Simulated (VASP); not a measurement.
Write the native input for VASP 6.6.1 that does the following.

| Item | Value |
| --- | --- |
| Task | single point |
| Functional | PBEsol |
| Potentials or basis | VASP PAW PBE potentials, release 64 (Sn_d) |
| Cutoff | 520 eV |
| k mesh | 7 × 7 × 7 |
| Occupations | fermi-dirac, width 0.05 eV |
| Spin | no spin polarisation |
| Dipole correction | no |
| Further INCAR settings | ALGO = Fast; EDIFF = 1e-06; NBANDS = 21 |

The structure of Sn lies in POSCAR:

```
Sn
1.0
    0.0000000000      3.2333428000      3.2333428000
    3.2333428000      0.0000000000      3.2333428000
    3.2333428000      3.2333428000      0.0000000000
Sn
2
Direct
    0.7513240000      0.7590190000      0.7625880000
    0.4946710000      0.5090020000      0.5000090000
```

This cell differs from its parent crystal: atoms moved at random.

The input as run:

INCAR

```
  PREC = Accurate
  ENCUT = 520
  EDIFF = 1E-6
  ISMEAR = -1
  SIGMA = 0.05
  LREAL = False
  LASPH = True
  NELM = 80
  ALGO = Fast
  ISIF = 2
  LWAVE = False
  LCHARG = False
  GGA = PS
  NBANDS = 21
```

KPOINTS

```
regular mesh
0
Gamma
  7 7 7
```

Potentials or basis: VASP PAW PBE potentials, release 64 (Sn_d).

Command:

```sh
$ cat potpaw_PBE.64/Sn_d/POTCAR > POTCAR
$ mpirun -np 1 vasp_std > vasp.out
```

Results of the run:

* Pressure: 1.6 GPa
* Largest force: 0.556 eV/Å
* Band gap on the k mesh: zero (bands 14 and 15 overlap by 0.19 eV)

Caveat: the cell differs from its parent crystal (atoms moved at random); the PAW data sets were made with another functional, which shifts forces and pressure a little; spin-orbit coupling is left out, which moves the levels of the heavy elements.

It took 5.3 min on 1 thread of Intel(R) Xeon(R) Platinum 8259CL CPU @ 2.50GHz (Skylake/Cascade Lake) (shared host), peak memory 0.34 GiB.
